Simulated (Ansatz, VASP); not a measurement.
**SiGe2: VASP beside Ansatz**

```
Si Ge
1.0
     0.00000    3.11498    3.11498
     3.11498    0.00000    3.11498
     3.11498    3.11498    0.00000
Si Ge
1 2
Direct
  0.00000 0.00000 0.00000
  0.25000 0.25000 0.25000
  0.75000 0.75000 0.75000
```

Alike in both runs: functional PBE; k mesh 6 × 6 × 6; occupations gaussian, width 0.1 eV; no spin polarisation.

Ansatz relaxed the structure, and its values are those at the end. VASP's run is a single point on that final structure, the one shown.

|  | VASP | Ansatz |
| --- | --- | --- |
| version | VASP 6.6.1 | Ansatz 0.2.0 |
| potentials or method | VASP PAW PBE potentials, release 64 (Si, Ge_d), cutoff 520 eV | scalar-relativistic, plane waves, PAW |
| valence electrons in the cell | 32 | 32 |

Ansatz gave:

```
gap on the k mesh at the Fermi level (eV) : none
pressure (GPa)                            : 0.1
```

Which values does VASP return?

gap on the k mesh at the Fermi level (eV): none; pressure (GPa): -0.1.

A gap of «none» marks a metal or a gap that the smearing closes.
